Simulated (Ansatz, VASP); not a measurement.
# Te2Mo: VASP beside Ansatz

```xyz
3
Lattice="0.0000 3.3148 3.3148 3.3148 0.0000 3.3148 3.3148 3.3148 0.0000" Properties=species:S:1:pos:R:3 pbc="T T T"
Mo    0.0000    0.0000    0.0000
Te    1.6574    1.6574    1.6574
Te    4.9722    4.9722    4.9722
```

Alike in both runs: task single point; functional PBEsol; k mesh 4 × 4 × 4; occupations fermi-dirac, width 0.2 eV; no spin polarisation.

|  | VASP | Ansatz |
| --- | --- | --- |
| version | VASP 6.6.1 | Ansatz 0.2.0 |
| potentials or method | VASP PAW PBE potentials, release 64 (Mo_sv, Te) | plane waves |
| plane-wave cutoff (eV) | 520 | 420 |
| valence electrons in the cell | 26 | 46 |

VASP gave:

- pressure (GPa): -1.4

Q: Estimate Ansatz's values.

A: Pressure (GPa): -1.5.

VASP's potentials were made for PBE, not for PBEsol. With one functional, cell and mesh, what is left measures potentials, basis and numerics. VASP's potentials hold 26 valence electrons a cell and Ansatz's 46, so a difference there can come from the potentials and not from the codes.

The k mesh is coarse, so the values compare programs but aren't converged. Spin-orbit coupling is off throughout.
